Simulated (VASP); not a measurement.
Fe, 1 atom in the cell. It takes space group Im-3m (No. 229, cubic). Conventional cell: a = 2.886 Å, b = 2.886 Å, c = 2.886 Å, α = 90.00°, β = 90.00°, γ = 90.00°. Within 3.3 Å of Fe (site symmetry m-3m) lie 14 Fe at 2.50 to 2.89 Å. 

```yaml
Program: VASP 6.6.1
Task: single point
Functional: PBE
Potentials_or_basis: VASP PAW PBE potentials, release 64 (Fe)
Cutoff: 520 eV
k_mesh: 13 × 13 × 13
Occupations: gaussian, width 0.027 eV
Spin: collinear spin, ferromagnetic start
Starting_moments: "[3.0] μB"
Dipole_correction: no
Further_INCAR_settings: ALGO = Normal; EDIFF = 1e-07; NBANDS = 14
```

Potentials or basis: VASP PAW PBE potentials, release 64 (Fe).

The run is started by

```console
$ cat potpaw_PBE.64/Fe/POTCAR > POTCAR
$ mpirun -np 1 vasp_std > vasp.out
```

Hardware: 1 thread of AMD EPYC 9R45 96-Core Processor (Zen 5), on a shared host.

Task: Estimate the wall time of this run.

Result: Wall time 24 s on 1 thread of AMD EPYC 9R45 96-Core Processor (Zen 5), on a shared host, peak memory 0.11 GiB. Counts: scf iterations 16, k points 84.
